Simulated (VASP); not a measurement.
# AlGaN2 (P-4m2) in VASP: notebook, part 2 of 2

VASP 6.6.1. The steps go on from the part before.

### 3 Single point, LDA (strain -0.030 along x and y, -0.015 along z)

INCAR

```
PREC = Accurate
ENCUT = 520
EDIFF = 1E-6
ISMEAR = 0
SIGMA = 0.05
LREAL = False
LASPH = True
NELM = 60
ALGO = Normal
ISIF = 2
LWAVE = False
LCHARG = True
LELF = True
LVHAR = True
NBANDS = 21
```

KPOINTS

```
Automatic mesh
0
Gamma
  8 8 6
```

POSCAR

```
AlGaN2
1.0
    3.0466507372      0.0000000000      0.0000000000
    0.0000000000      3.0466507372      0.0000000000
    0.0000000000      0.0000000000      4.3574803709
Al Ga N
1 1 2
Direct
    0.5000000000      0.5000000000      0.5000000000
    0.0000000000      0.0000000000      0.0000000000
    0.5000000000      0.0000000000      0.7382648100
    0.0000000000      0.5000000000      0.2617351900
```

Potentials or basis: VASP PAW LDA potentials, release 64 (Al, Ga_d, N).

On the command line:

```sh
$ cat potpaw_LDA.64/Al/POTCAR potpaw_LDA.64/Ga_d/POTCAR potpaw_LDA.64/N/POTCAR > POTCAR
$ mpirun -np 1 vasp_std > vasp.out
```

OUTCAR:

```text
PREC = Accurate
   ENCUT = 520
   EDIFF = 1E-6
   ISMEAR = 0
   LREAL = False
   LASPH = True
   NELM = 60
   ISIF = 2

 ion  position               nearest neighbor table
   1  0.500  0.500  0.500-   3 1.84   4 1.84   3 1.84   4 1.84   2 3.06   2 3.06   2 3.06   2 3.06
                             2 3.06   2 3.06   2 3.06   2 3.06
   2  0.000  0.000  0.000-   3 1.90   4 1.90   4 1.90   3 1.90   1 3.06   1 3.06   1 3.06   1 3.06
                             1 3.06   1 3.06   1 3.06   1 3.06
   3  0.500  0.000  0.738-   1 1.84   1 1.84   2 1.90   2 1.90
   4  0.000  0.500  0.262-   1 1.84   1 1.84   2 1.90   2 1.90

  LATTYP: Found a simple tetragonal cell.
 ALAT       =     3.0466507372
 C/A-ratio  =     1.4302526764

  Lattice vectors:

 A1 = (   3.0466507372,   0.0000000000,   0.0000000000)
 A2 = (   0.0000000000,   3.0466507372,   0.0000000000)
 A3 = (   0.0000000000,   0.0000000000,   4.3574803709)

Analysis of symmetry for initial positions (statically):
=====================================================================
 Subroutine PRICEL returns:
 Original cell was already a primitive cell.

 Routine SETGRP: Setting up the symmetry group for a
 simple tetragonal supercell.

 Subroutine GETGRP returns: Found  8 space group operations
 (whereof  8 operations were pure point group operations)
 out of a pool of 16 trial point group operations.

The static configuration has the point symmetry D_2d.

Analysis of symmetry for dynamics (positions and initial velocities):
=====================================================================
 Subroutine PRICEL returns:
 Original cell was already a primitive cell.

 Routine SETGRP: Setting up the symmetry group for a
 simple tetragonal supercell.

 Subroutine GETGRP returns: Found  8 space group operations
 (whereof  8 operations were pure point group operations)
 out of a pool of 16 trial point group operations.

The dynamic configuration has the point symmetry D_2d.

 Subroutine INISYM returns: Found  8 space group operations
 (whereof  8 operations are pure point group operations),
 and found     1 'primitive' translations

----------------------------------------------------------------------------------------

                                     Primitive cell

  volume of cell :      40.4465

  direct lattice vectors                    reciprocal lattice vectors
     3.046650737  0.000000000  0.000000000     0.328229287  0.000000000  0.000000000
     0.000000000  3.046650737  0.000000000     0.000000000  0.328229287  0.000000000
     0.000000000  0.000000000  4.357480371     0.000000000  0.000000000  0.229490420

  length of vectors
     3.046650737  3.046650737  4.357480371     0.328229287  0.328229287  0.229490420

  position of ions in fractional coordinates (direct lattice)
     0.500000000  0.500000000  0.500000000
     0.000000000  0.000000000  0.000000000
     0.500000000  0.000000000  0.738264810
     0.000000000  0.500000000  0.261735190

  ion indices of the primitive-cell ions
   primitive index   ion index
                 1           1
                 2           2
                 3           3
                 4           4

----------------------------------------------------------------------------------------

 KPOINTS: Automatic mesh

Automatic generation of k-mesh.
 Grid dimensions read from file:
 generate k-points for:    8    8    6

 Generating k-lattice:

  Cartesian coordinates                     Fractional coordinates (reciprocal lattice)
     0.041028661  0.000000000  0.000000000     0.125000000  0.000000000  0.000000000
     0.000000000  0.041028661  0.000000000     0.000000000  0.125000000  0.000000000
     0.000000000  0.000000000  0.038248403     0.000000000  0.000000000  0.166666667

  Length of vectors
     0.041028661  0.041028661  0.038248403

  Shift w.r.t. Gamma in fractional coordinates (k-lattice)
     0.000000000  0.000000000  0.000000000

 Subroutine IBZKPT returns following result:
 ===========================================

 Found     60 irreducible k-points:

 Following reciprocal coordinates:
            Coordinates               Weight
  0.000000  0.000000  0.000000      1.000000
  0.125000  0.000000  0.000000      4.000000
  0.250000  0.000000  0.000000      4.000000
  0.375000  0.000000  0.000000      4.000000
  0.500000  0.000000  0.000000      2.000000
  0.125000  0.125000  0.000000      4.000000
[... 16 lines left out ...]
  0.375000  0.125000  0.166667     16.000000
  0.500000  0.125000  0.166667      8.000000
 [... further k-points ...]
   k-points           NKPTS =     60   k-points in BZ     NKDIM =     60   number of bands    NBANDS=     21
   number of dos      NEDOS =    301   number of ions     NIONS =      4
   total plane-waves  NPLWV =  18432
   dimension x,y,z NGX =    24 NGY =   24 NGZ =   32
   dimension x,y,z NGXF=    48 NGYF=   48 NGZF=   64
   ions per type =               1   1   2
   NGX,Y,Z   is equivalent  to a cutoff of  13.10, 13.10, 12.21 a.u.
   NGXF,Y,Z  is equivalent  to a cutoff of  26.19, 26.19, 24.42 a.u.
 SYSTEM =  unknown system
   PREC   = accura    normal or accurate (medium, high low for compatibility)
   ISTART =      0    job   : 0-new  1-cont  2-samecut
   ICHARG =      2    charge: 1-file 2-atom 10-const
   ISPIN  =      1    spin polarized calculation?
   LNONCOLLINEAR =      F non collinear calculations
   LSORBIT =      F    spin-orbit coupling
   LASPH  =      T    aspherical Exc in radial PAW
   ENCUT  =  520.0 eV  38.22 Ry    6.18 a.u.   5.66  5.66  8.10*2*pi/ulx,y,z
   NELM   =     60;   NELMIN=  2; NELMDL= -5     # of ELM steps
   EDIFF  = 0.1E-05   stopping-criterion for ELM
   LREAL  =      F    real-space projection
   EDIFFG = 0.1E-04   stopping-criterion for IOM
   NSW    =      0    number of steps for IOM
   IBRION =     -1    ionic relax: 0-MD 1-quasi-New 2-CG
   NFREE  =      0    steps in history (QN), initial steepest desc. (CG)
   ISIF   =      2    stress and relaxation
   ISYM   =      2    0-nonsym 1-usesym 2-fastsym
   POTIM  = 0.5000    time-step for ionic-motion
   TEBEG  =    0.0;   TEEND  =   0.0 temperature during run
   PSTRESS=    0.0 pullay stress
   NELECT =      26.0000    total number of electrons
   NUPDOWN=      -1.0000    fix difference up-down
   EMIN   =  10.00;   EMAX   =-10.00  energy-range for DOS
   EFERMI =   0.00;   METHOD = LEGACY
   ISMEAR =     0;   SIGMA  =   0.05  broadening in eV -4-tet -1-fermi 0-gaus
   EFERMI_NEDOS =   21; number of points for ismear=-14 and -15
   IALGO  =     38    algorithm
   IMIX   =      4    mixing-type and parameters
     AMIX     =   0.40;   BMIX     =  1.00
     AMIX_MAG =   1.60;   BMIX_MAG =  1.00
  volume/ion in A,a.u.               =      10.11        68.24
  Fermi-wavevector in a.u.,A,eV,Ry     =   1.412881  2.669959 27.160408  1.996234
  Thomas-Fermi vector in A             =   2.534584
   LORBIT       =      0    0 simple, 1 ext, 2 COOP (PROOUT), +10 PAW based schemes
   GGA     = CA    functional components
   LHFCALC =     F    Hartree Fock is set to
   AEXX    =    0.0000 exact exchange contribution
   IVDW    =     0    specifies the selected vdW correction
   LEPSILON=     F    determine dielectric tensor
   LRPA    =     F    only Hartree local field effects (RPA)
 non-spin polarized calculation
 Gauss-broadening in eV      SIGMA  =   0.05
  energy-cutoff  :      520.00
  volume of cell :       40.45
 maximum number of plane-waves:      1112
 NGX is ok and might be reduce to    24
   NGX = 11   NGY = 11   NGZ = 17

 number of electron      26.0000021 magnetization

 Free energy of the ion-electron system (eV)
  ---------------------------------------------------
  ext. energy  EPLUGINS =         0.00000000
  ---------------------------------------------------
  free energy    TOTEN  =       -30.22361357 eV

  energy without entropy =      -30.22361357  energy(sigma->0) =      -30.22361357

 E-fermi :   6.5307     XC(G=0): -12.0988

 val. band max:        6.2266824454   @ k =   0.0000   0.0000   0.0000
 cond. band min:       9.4261300727   @ k =   0.5000   0.5000   0.0000
 fundamental gap:      3.1994476273
 Fermi energy:         6.5306606244

 k-point     1 :       0.0000    0.0000    0.0000
  band No.  band energies     occupation
      1      -9.7351      2.00000
      2      -8.0733      2.00000
      3      -6.9026      2.00000
      4      -6.9026      2.00000
      5      -6.8591      2.00000
      6      -6.6540      2.00000
[... 550 lines left out ...]
      5      -6.7824      2.00000
      6      -6.0229      2.00000
[... 13 lines left out ...]
     20      18.8385      0.00000
     21      18.9163      0.00000

 [... further k-points ...]
[... 5 lines left out ...]
  --------------------------------------------------------------------------------------
  -------------------------------------------------------------------------------------
  Total        3.4087610      3.4087610      2.7982607      0.0000000      0.0000000      0.0000000
  in kB      135.0287848    135.0287848    110.8454783      0.0000000      0.0000000      0.0000000
  external PRESSURE =     126.9676826 kB  Pullay stress =       0.0000000 kB

 VOLUME and BASIS-vectors are now :
 -----------------------------------------------------------------------------
  energy-cutoff  :      520.00
  volume of cell :       40.45
      direct lattice vectors                 reciprocal lattice vectors
     3.046650737  0.000000000  0.000000000     0.328229287  0.000000000  0.000000000
     0.000000000  3.046650737  0.000000000     0.000000000  0.328229287  0.000000000
     0.000000000  0.000000000  4.357480371     0.000000000  0.000000000  0.229490420

 POSITION                                       TOTAL-FORCE (eV/Angst)
 -----------------------------------------------------------------------------------
      1.52333      1.52333      2.17874         0.000000      0.000000      0.000000
      0.00000      0.00000      0.00000        -0.000000     -0.000000      0.000000
      1.52333      0.00000      3.21697         0.000000     -0.000000      0.207106
      0.00000      1.52333      1.14051         0.000000     -0.000000     -0.207106
 -----------------------------------------------------------------------------------
    total drift:                                0.000000      0.000000     -0.000000

  FREE ENERGIE OF THE ION-ELECTRON SYSTEM (eV)
  ---------------------------------------------------
  free  energy   TOTEN  =       -30.2236135658 eV

  energy  without entropy=      -30.2236135658  energy(sigma->0) =      -30.22361357
```

OSZICAR:

```text
N       E                     dE             d eps       ncg     rms          rms(c)
DAV:   1     0.165606639851E+03    0.16561E+03   -0.13088E+04  2894   0.188E+03
DAV:   2    -0.155838586900E+02   -0.18119E+03   -0.16910E+03  2723   0.404E+02
DAV:   3    -0.348034602771E+02   -0.19220E+02   -0.18990E+02  2965   0.104E+02
DAV:   4    -0.352624119779E+02   -0.45895E+00   -0.45836E+00  3046   0.168E+01
DAV:   5    -0.352701092572E+02   -0.76973E-02   -0.76964E-02  2940   0.210E+00    0.121E+01
DAV:   6    -0.303053848004E+02    0.49647E+01   -0.14669E+01  3894   0.568E+01    0.403E+00
DAV:   7    -0.302884315743E+02    0.16953E-01   -0.11033E+00  2710   0.779E+00    0.272E+00
DAV:   8    -0.302357688916E+02    0.52663E-01   -0.18505E-01  3360   0.436E+00    0.906E-01
DAV:   9    -0.302234227456E+02    0.12346E-01   -0.38918E-02  3491   0.303E+00    0.294E-01
DAV:  10    -0.302237077957E+02   -0.28505E-03   -0.58327E-03  2912   0.547E-01    0.117E-01
DAV:  11    -0.302236216360E+02    0.86160E-04   -0.28135E-04  3064   0.122E-01    0.392E-02
DAV:  12    -0.302236130791E+02    0.85569E-05   -0.45183E-05  3326   0.851E-02    0.980E-03
DAV:  13    -0.302236135658E+02   -0.48673E-06   -0.40322E-06  2317   0.130E-02
   1 F= -.30223614E+02 E0= -.30223614E+02  d E =-.130654E-19
```

Wall time 20 s (1 thread of Intel Xeon 6975P-C, shared host); peak memory 0.17 GiB.

Results:

```yaml
Free_energy: -30.2236 eV
Pressure: 12.7 GPa
Largest_force: 0.207 eV/Å
Band_gap_on_the_k_mesh: 3.20 eV, indirect (least direct gap 3.42 eV)
```

Forces on the atoms (eV/Å):
```
Al   0.000  0.000  0.000
Ga   0.000  0.000  0.000
N    0.000  0.000  0.207
N    0.000  0.000 -0.207
```

Caveat: the cell differs from its parent crystal (strain -0.030 along x and y, -0.015 along z). A k mesh can miss the band edges.
